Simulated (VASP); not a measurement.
AgCl: single point with PBEsol

AgCl:

```
CELL_PARAMETERS angstrom
0.00000 2.77317 2.77317
2.77317 0.00000 2.77317
2.77317 2.77317 0.00000
ATOMIC_POSITIONS crystal
Ag 0.00000 0.00000 0.00000
Cl 0.50000 0.50000 0.50000
```

| Property | Result |
| --- | --- |
| Program | VASP 6.6.1 |
| Task | single point |
| Functional | PBEsol |
| Potentials or basis | VASP PAW PBE potentials, release 64 (Ag, Cl) |
| Cutoff | 500 eV |
| k mesh | 6 × 6 × 6 |
| Occupations | gaussian, width 0.05 eV |
| Spin | no spin polarisation |

* Pressure: -2.7 GPa
* Band gap on the k mesh: 0.73 eV (least direct gap 3.06 eV)

Levels at points of the mesh, in eV from the valence-band top:
```tsv
k point	band 6	band 7	band 8	band 9	band 10	band 11	band 12	band 13
(0.00, 0.00, 0.00)	-2.44	-2.33	-2.33	-2.33	0.73	10.74	10.74	10.74
(0.50, 0.00, 0.00)	-2.10	-1.78	0.00	0.00	4.03	6.44	7.53	7.53
(0.50, 0.50, 0.00)	-2.24	-1.98	-1.98	-1.90	2.24	7.85	8.46	11.35
```

Run time: 11 s on 1 thread of Intel(R) Xeon(R) Platinum 8259CL CPU @ 2.50GHz (Skylake/Cascade Lake), on a shared host, peak memory 0.17 GiB.

Caveat: the PAW data sets were made with another functional, which shifts forces and pressure a little. Expect the measured gap to be larger: semilocal functionals such as PBEsol lack the derivative discontinuity.
